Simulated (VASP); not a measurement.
Set up this calculation in VASP 6.6.1, as the native input.

```
Task                    : density of states
Functional              : LDA
Potentials or basis     : VASP PAW LDA potentials, release 64 (Ta_pv, N)
Cutoff                  : 520 eV
k mesh                  : 15 × 15 × 15
Occupations             : fermi-dirac, width 0.05 eV
Spin                    : no spin polarisation
Dipole correction       : no
k mesh for the DOS      : 23 × 23 × 23
Occupations for the DOS : tetrahedron
Further INCAR settings  : ALGO = Normal; EDIFF = 1e-06
```

Crystal: TaN (rocksalt type).

```
CELL_PARAMETERS angstrom
0.00000 2.17400 2.17400
2.17400 0.00000 2.17400
2.17400 2.17400 0.00000
ATOMIC_POSITIONS crystal
Ta 0.00000 0.00000 0.00000
N 0.50000 0.50000 0.50000
```

One way to write it, as run:

POSCAR

```
TaN
1.0
    0.0000000000      2.1740029333      2.1740029333
    2.1740029333      0.0000000000      2.1740029333
    2.1740029333      2.1740029333      0.0000000000
Ta N
1 1
Direct
    0.0000000000      0.0000000000      0.0000000000
    0.5000000000      0.5000000000      0.5000000000
```

INCAR.step1

```
ALGO = Normal
EDIFF = 1E-6
ENCUT = 520
ISIF = 2
ISMEAR = -1
LASPH = True
LCHARG = True
LMAXMIX = 4
LREAL = False
LWAVE = False
NBANDS = 15
NELM = 60
PREC = Accurate
SIGMA = 0.05
```

KPOINTS.step1

```
k-points
0
Gamma
  15 15 15
```

INCAR.step2

```
ALGO = Normal
EDIFF = 1E-6
ENCUT = 520
ICHARG = 11
ISIF = 2
ISMEAR = -5
LASPH = True
LCHARG = False
LMAXMIX = 4
LORBIT = 11
LREAL = False
LWAVE = False
NEDOS = 1001
NELM = 60
PREC = Accurate
SIGMA = 0.05
```

KPOINTS.step2

```
k-points
0
Gamma
  23 23 23
```

Potentials or basis: VASP PAW LDA potentials, release 64 (Ta_pv, N).

Run with:

```console
$ cat potpaw_LDA.64/Ta_pv/POTCAR potpaw_LDA.64/N/POTCAR > POTCAR
$ cp INCAR.step1 INCAR
$ cp KPOINTS.step1 KPOINTS
$ mpirun -np 1 vasp_std > vasp.out
$ cp INCAR.step2 INCAR
$ cp KPOINTS.step2 KPOINTS
$ mpirun -np 1 vasp_std > vasp.out
```

Results of the run:

* Valence electrons inside the program's atomic spheres: Ta 9.05; N 3.76

Caveat: spin-orbit coupling is left out, which moves the levels of the heavy elements.

Wall time 50 s on 1 thread of Intel(R) Xeon(R) Platinum 8488C (Sapphire Rapids) (shared host), peak memory 0.21 GiB.
